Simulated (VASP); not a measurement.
# Zr2AlN3 (P3m1) in VASP: notebook, part 2 of 2

VASP 6.6.1. The steps go on from the part before.

## (4) Relaxation of cell and atoms, PBE

Input file INCAR:

```
PREC     = Accurate       # precision mode
ENCUT    = 600            # plane-wave cutoff, eV
EDIFF    = 1E-7           # SCF threshold, eV
ISMEAR   = 0              # smearing method
SIGMA    = 0.1            # smearing width, eV
LREAL    = F              # projectors in reciprocal space
LASPH    = T              # aspherical terms in the spheres
NELM     = 60             # most SCF steps
ALGO     = Normal         # electronic algorithm
ISIF     = 3              # what is computed and relaxed
LWAVE    = F              # write WAVECAR
LCHARG   = F              # write CHGCAR
GGA      = PE             # functional
IBRION   = 2              # ionic algorithm
NSW      = 90             # ionic steps
EDIFFG   = -0.04          # ionic threshold
```

Input file KPOINTS:

```
regular mesh
0
Gamma
  6 6 1
```

Input file POSCAR:

```
Zr2AlN3
1.0
    3.3805428000      0.0000000000      0.0000000000
   -1.6902714000      2.9276359500      0.0000000000
    0.0000000000      0.0000000000     16.2272569500
Zr Al N
4 2 6
Direct
    0.3333333300      0.6666666700      0.0000000000
    0.3333333300      0.6666666700      0.3333333300
    0.6666666700      0.3333333300      0.1666666700
    0.6666666700      0.3333333300      0.5000000000
    0.3333333300      0.6666666700      0.6666666700
    0.6666666700      0.3333333300      0.8333333300
    0.3333333300      0.6666666700      0.1266666700
    0.3333333300      0.6666666700      0.4600000000
    0.3333333300      0.6666666700      0.7933333300
    0.6666666700      0.3333333300      0.2933333300
    0.6666666700      0.3333333300      0.6266666700
    0.6666666700      0.3333333300      0.9600000000
```

Launch:

```console
> cat potpaw_PBE.64/Zr_sv/POTCAR potpaw_PBE.64/Al/POTCAR potpaw_PBE.64/N/POTCAR > POTCAR
> mpirun -np 1 vasp_std > vasp.out
```

It took 27 min on 1 thread of Intel Xeon Platinum 8488C (Sapphire Rapids), shared host; peak memory 0.36 GiB.

Results (log left out):

| Property | Result |
| --- | --- |
| Free energy | -106.2840 eV |
| Relaxed volume | 13.80 Å³/atom |
| Relaxed cell | a = 3.380 Å, b = 3.380 Å, c = 16.740 Å, α = 90.00°, β = 90.00°, γ = 120.00° |
| Space group after relaxing (to 0.1 Å) | P3m1 (No. 156) |
| Energy gained by relaxing | 133.6 meV/atom |
| Ionic steps | 21 |
| Pressure after relaxing | 0.0 GPa |
| Largest force after relaxing | 0.038 eV/Å |
| Band gap on the k mesh | zero (bands 42 and 43 overlap by 0.78 eV) |

Forces on the atoms (eV/Å):
```
Zr   0.000  0.000 -0.007
Zr   0.000  0.000 -0.021
Zr   0.000  0.000  0.017
Zr   0.000  0.000 -0.010
Al   0.000  0.000 -0.010
Al   0.000  0.000  0.026
N    0.000  0.000 -0.018
N    0.000  0.000 -0.001
N    0.000  0.000 -0.014
N    0.000  0.000 -0.007
N    0.000  0.000  0.005
N    0.000  0.000  0.038
```

Step by step:
```
step  energy change (eV)  largest force (eV/Å)  pressure (GPa)  volume (Å³)
   1              0.0000                3.2366           11.75       160.60
   2             -0.1634                1.1663          -12.54       184.52
   3             -0.6850                1.5492           -2.92       172.68
   4             -0.9338                0.8714           -1.25       170.09
   5             -1.0581                1.4230            1.51       166.64
   6             -1.2194                1.0023            0.89       166.77
   7             -1.3123                0.8763            0.29       166.97
   8             -1.3911                0.7851           -0.61       167.48
   9             -1.4479                0.7624           -2.05       168.37
  10             -1.5056                0.7209            0.37       165.77
  11             -1.5155                0.6867            1.94       164.19
  12             -1.5644                0.3610            1.46       164.42
  13             -1.5757                0.3095            1.23       164.56
  14             -1.5761                0.2974            1.19       164.59
  15             -1.5911                0.2210           -0.61       166.24
  16             -1.5912                0.2145           -0.75       166.38
  17             -1.5988                0.1266           -0.27       165.92
  18             -1.6005                0.1497            0.11       165.57
  19             -1.6021                0.0959            0.00       165.63
  20             -1.6022                0.1258           -0.02       165.64
  21             -1.6029                0.0381            0.00       165.62
```

Final structure:
```
Zr Al N
1.0
     3.37995    0.00000    0.00000
    -1.68998    2.92713    0.00000
     0.00000    0.00000   16.74025
Zr Al N
4 2 6
Cartesian
  0.0000 1.9514 16.4716
  0.0000 1.9514 5.7354
  1.6900 0.9757 2.7557
  1.6900 0.9757 8.6644
  0.0000 1.9514 11.3814
  1.6900 0.9757 13.7155
  0.0000 1.9514 1.8022
  0.0000 1.9514 7.9260
  0.0000 1.9514 13.2937
  1.6900 0.9757 4.8630
  1.6900 0.9757 10.9240
  1.6900 0.9757 15.6312
```

Levels at points of the mesh, in eV from the Fermi level:
```csv
k point,band 40,band 41,band 42,band 43,band 44,band 45
"(0.00, 0.00, 0.00)",-3.44,-0.25,0.67,0.85,1.09,1.09
"(0.50, 0.00, 0.00)",-3.25,-0.23,-0.15,0.35,0.65,0.79
```

Caveat: the k points lie up to 0.38 Å⁻¹ apart in the final cell, too coarse for converged energies and pressures of a metal.

## (5) Single point, PBE, collinear spin

This run uses another cell than the first one, of 13.80 Å³/atom.

Input file INCAR:

```
SYSTEM = Zr2AlN3
PREC     = Accurate       ! precision mode
ENCUT    = 520            ! plane-wave cutoff, eV
EDIFF    = 1E-6           ! SCF threshold, eV
ISMEAR   = 0              ! smearing method
SIGMA    = 0.1            ! smearing width, eV
LREAL    = .False.        ! projectors in reciprocal space
LASPH    = .True.         ! aspherical terms in the spheres
NELM     = 150            ! most SCF steps
ALGO     = Normal         ! electronic algorithm
ISIF     = 2              ! what is computed and relaxed
LWAVE    = .False.        ! write WAVECAR
LCHARG   = .False.        ! write CHGCAR
ISPIN    = 2              ! spin polarisation
MAGMOM   = 1 1 1 1 0 0 0 0 0 0 0 0 ! initial moments
LORBIT   = 11             ! projections on sites
LMAXMIX  = 4              ! l up to which the mixer works
GGA      = PE             ! functional
NBANDS   = 58             ! bands
```

Input file KPOINTS:

```
regular mesh
0
Gamma
  6 6 1
  0 0 0
```

Input file POSCAR:

```
Zr2AlN3
1.0
    3.3809702824      0.0000000000      0.0000000000
   -1.6904851412      2.9280061540      0.0000000000
    0.0000000000      0.0000000000     16.7243594991
Zr Al N
4 2 6
Direct
    0.3333333333      0.6666666667      0.9840960485
    0.3333333333      0.6666666667      0.3423904508
    0.6666666667      0.3333333333      0.1647641861
    0.6666666667      0.3333333333      0.5172939247
    0.3333333333      0.6666666667      0.6797774409
    0.6666666667      0.3333333333      0.8196050803
    0.3333333333      0.6666666667      0.1076327154
    0.3333333333      0.6666666667      0.4733252260
    0.3333333333      0.6666666667      0.7941331570
    0.6666666667      0.3333333333      0.2905630463
    0.6666666667      0.3333333333      0.6523031833
    0.6666666667      0.3333333333      0.9341155407
```

Potentials or basis: VASP PAW PBE potentials, release 64 (Zr_sv, Al, N).

Launch:

```console
> cat potpaw_PBE.64/Zr_sv/POTCAR potpaw_PBE.64/Al/POTCAR potpaw_PBE.64/N/POTCAR > POTCAR
> mpirun -np 1 vasp_std > vasp.out
```

OUTCAR:

```text
SYSTEM = Zr2AlN3
   PREC = Accurate
   ENCUT = 520
   EDIFF = 1E-6
   ISMEAR = 0
   LREAL = .False.
   LASPH = .True.
   NELM = 150
   ISIF = 2
   ISPIN = 2
   LORBIT = 11
   GGA = PE

 ion  position               nearest neighbor table
   1  0.333  0.667  0.984-   7 2.07  12 2.12  12 2.12  12 2.12   6 3.37   6 3.37   6 3.37   3 3.60
                             3 3.60   3 3.60
   2  0.333  0.667  0.342-  10 2.14  10 2.14  10 2.14   8 2.19   4 3.52   4 3.52   4 3.52   3 3.55
                             3 3.55   3 3.55
   3  0.667  0.333  0.165-  10 2.10   7 2.17   7 2.17   7 2.17   2 3.55   2 3.55   2 3.55   1 3.60
                             1 3.60   1 3.60
   4  0.667  0.333  0.517-   8 2.09   8 2.09   8 2.09  11 2.26   5 3.35   5 3.35   5 3.35   2 3.52
                             2 3.52   2 3.52
   5  0.333  0.667  0.680-   9 1.91  11 2.01  11 2.01  11 2.01   6 3.05   6 3.05   6 3.05   4 3.35
                             4 3.35   4 3.35
   6  0.667  0.333  0.820-  12 1.92   9 2.00   9 2.00   9 2.00   5 3.05   5 3.05   5 3.05   1 3.37
                             1 3.37   1 3.37
   7  0.333  0.667  0.108-   1 2.07   3 2.17   3 2.17   3 2.17
   8  0.333  0.667  0.473-   4 2.09   4 2.09   4 2.09   2 2.19
   9  0.333  0.667  0.794-   5 1.91   6 2.00   6 2.00   6 2.00
  10  0.667  0.333  0.291-   3 2.10   2 2.14   2 2.14   2 2.14
  11  0.667  0.333  0.652-   5 2.01   5 2.01   5 2.01   4 2.26
  12  0.667  0.333  0.934-   6 1.92   1 2.12   1 2.12   1 2.12

  LATTYP: Found a hexagonal cell.
 ALAT       =     3.3809702824
[... 1035 lines left out ...]
      1.69049      0.97600      2.75558         0.000000     -0.000000     -0.008168
      1.69049      0.97600      8.65141         0.000000     -0.000000      0.005836
     -0.00000      1.95200     11.36884        -0.000000      0.000000     -0.011874
      1.69049      0.97600     13.70737        -0.000000     -0.000000     -0.007237
     -0.00000      1.95200      1.80009        -0.000000      0.000000      0.008372
     -0.00000      1.95200      7.91606         0.000000      0.000000     -0.003450
     -0.00000      1.95200     13.28137        -0.000000     -0.000000      0.012364
      1.69049      0.97600      4.85948        -0.000000      0.000000     -0.006042
      1.69049      0.97600     10.90935        -0.000000      0.000000      0.021439
      1.69049      0.97600     15.62248        -0.000000      0.000000     -0.015762
 -----------------------------------------------------------------------------------
    total drift:                               -0.000000     -0.000000      0.000751

  FREE ENERGIE OF THE ION-ELECTRON SYSTEM (eV)
  ---------------------------------------------------
  free  energy   TOTEN  =      -106.2805296103 eV

  energy  without entropy=     -106.2515515315  energy(sigma->0) =     -106.26604057

 total charge

# of ion       s       p       d       tot
------------------------------------------
    1        2.202   6.023   1.736   9.961
    2        2.179   6.021   1.717   9.917
    3        2.178   6.014   1.713   9.906
    4        2.194   6.036   1.718   9.949
    5        0.352   0.375   0.000   0.727
    6        0.348   0.368   0.000   0.716
    7        1.261   2.477   0.000   3.738
    8        1.270   2.495   0.000   3.765
    9        1.222   2.539   0.000   3.762
   10        1.266   2.478   0.000   3.744
   11        1.229   2.483   0.000   3.712
   12        1.253   2.538   0.000   3.791
--------------------------------------------------
tot         16.955  39.848   6.884  63.687

 magnetization (x)

# of ion       s       p       d       tot
------------------------------------------
    1        0.000   0.000   0.000   0.000
    2       -0.000   0.000   0.000   0.000
    3       -0.000  -0.000  -0.002  -0.002
    4       -0.000  -0.000  -0.000  -0.000
    5       -0.000  -0.000   0.000  -0.000
    6       -0.000  -0.000   0.000  -0.000
    7        0.000   0.000   0.000   0.000
    8        0.000   0.000   0.000   0.000
    9        0.000  -0.000   0.000  -0.000
   10       -0.000  -0.000   0.000  -0.000
   11        0.000   0.000   0.000   0.000
   12       -0.000  -0.000   0.000  -0.000
--------------------------------------------------
tot         -0.000  -0.000  -0.002  -0.002
```

OSZICAR:

```text
N       E                     dE             d eps       ncg     rms          rms(c)
DAV:   1     0.730939182805E+03    0.73094E+03   -0.43262E+04  1632   0.142E+03
DAV:   2    -0.559384014092E+02   -0.78688E+03   -0.75856E+03  1964   0.399E+02
DAV:   3    -0.121338803730E+03   -0.65400E+02   -0.64669E+02  2296   0.103E+02
DAV:   4    -0.126339032511E+03   -0.50002E+01   -0.49883E+01  2504   0.232E+01
[... 24 lines left out ...]
DAV:  29    -0.106280475226E+03   -0.58218E-04   -0.14232E-03  1912   0.460E-02    0.118E-02
DAV:  30    -0.106280511973E+03   -0.36747E-04   -0.15048E-03  1944   0.479E-02    0.785E-03
DAV:  31    -0.106280526166E+03   -0.14193E-04   -0.11103E-03  1928   0.411E-02    0.447E-03
DAV:  32    -0.106280529287E+03   -0.31213E-05   -0.11357E-04  2352   0.156E-02    0.409E-03
DAV:  33    -0.106280529610E+03   -0.32295E-06   -0.82293E-06  1616   0.541E-03
   1 F= -.10628053E+03 E0= -.10626604E+03  d E =-.289781E-01  mag=    -0.0054
```

stdout:

```text
POSCAR found type information on POSCAR ZrAlN
 POSCAR found :  3 types and      12 ions
 scaLAPACK will be used
 LDA part: xc-table for (Slater+PW92), standard interpolation
 POSCAR, INCAR and KPOINTS ok, starting setup
 FFT: planning ... GRIDC
 FFT: planning ... GRID_SOFT
 FFT: planning ... GRID
 WAVECAR not read
 entering main loop
```

Wall time 5.3 min (1 thread of Intel Xeon Platinum 8488C (Sapphire Rapids), shared host); peak memory 0.42 GiB.

What came out:

```yaml
Free_energy: -106.2805 eV
Pressure: 0.2 GPa
Largest_force: 0.021 eV/Å
Band_gap_on_the_k_mesh: zero (filled and empty bands overlap)
Net_moment: 0.00 μB per cell
Valence_electrons_inside_the_program's_atomic_spheres: Zr 9.96, 9.92, 9.91, 9.95; Al 0.73, 0.72; N 3.74, 3.77, 3.76, 3.71, 3.79 (each value once)
```

Forces on the atoms (eV/Å):
```
Zr   0.000  0.000  0.002
Zr   0.000  0.000  0.003
Zr   0.000  0.000 -0.008
Zr   0.000  0.000  0.006
Al   0.000  0.000 -0.012
Al   0.000  0.000 -0.007
N    0.000  0.000  0.008
N    0.000  0.000 -0.003
N    0.000  0.000  0.012
N    0.000  0.000 -0.006
N    0.000  0.000  0.021
N    0.000  0.000 -0.016
```

Levels at points of the mesh, in eV from the Fermi level:
Spin up:
```tsv
k point	band 40	band 41	band 42	band 43	band 44	band 45
(0.00, 0.00, 0.00)	-3.44	-0.26	0.67	0.84	1.08	1.08
(0.50, 0.00, 0.00)	-3.26	-0.24	-0.16	0.35	0.66	0.79
```
Spin down:
| k point | band 38 | band 39 | band 40 | band 41 | band 42 | band 43 | band 44 | band 45 | band 46 | band 47 |
| --- | --- | --- | --- | --- | --- | --- | --- | --- | --- | --- |
| (0.00, 0.00, 0.00) | -3.50 | -3.44 | -3.44 | -0.26 | 0.66 | 0.84 | 1.08 | 1.08 | 1.31 | 1.50 |
| (0.50, 0.00, 0.00) | -3.76 | -3.43 | -3.26 | -0.24 | -0.16 | 0.35 | 0.66 | 0.80 | 1.51 | 1.90 |

Caveat: the k points lie up to 0.38 Å⁻¹ apart, too coarse for converged energies and pressures of a metal.

## (6) Overview

```csv
task,spin,cell,cutoff (eV),gap on the mesh (eV),pressure (GPa),largest force (eV/Å)
single point,off,"a = 3.381, b = 3.381, c = 16.227 Å, angles 90.0, 90.0, 120.0°, 12 atoms, atomic positions A",520,none,11.8,3.24
single point,off,"a = 3.381, b = 3.381, c = 16.724 Å, angles 90.0, 90.0, 120.0°, 12 atoms, atomic positions B",520,none,0.2,0.02
relaxation of cell and atoms,off,"relaxed from a = 3.381, b = 3.381, c = 16.227 Å, angles 90.0, 90.0, 120.0°, 12 atoms, atomic positions A",600,none,0.0,0.04
single point,collinear,"a = 3.381, b = 3.381, c = 16.724 Å, angles 90.0, 90.0, 120.0°, 12 atoms, atomic positions B",520,none,0.2,0.02
```

Alike in all rows: level PBE; potentials or basis VASP PAW PBE potentials, release 64 (Zr_sv, Al, N); k mesh 6 × 6 × 1; smearing gaussian 0.1 eV.

Caveats: all runs use coarse meshes; forces of over 1 eV/Å act on the atoms, so gaps and moduli don't describe the material at rest (at least some runs).

Absolute energies hang on the potentials; compare differences alone.
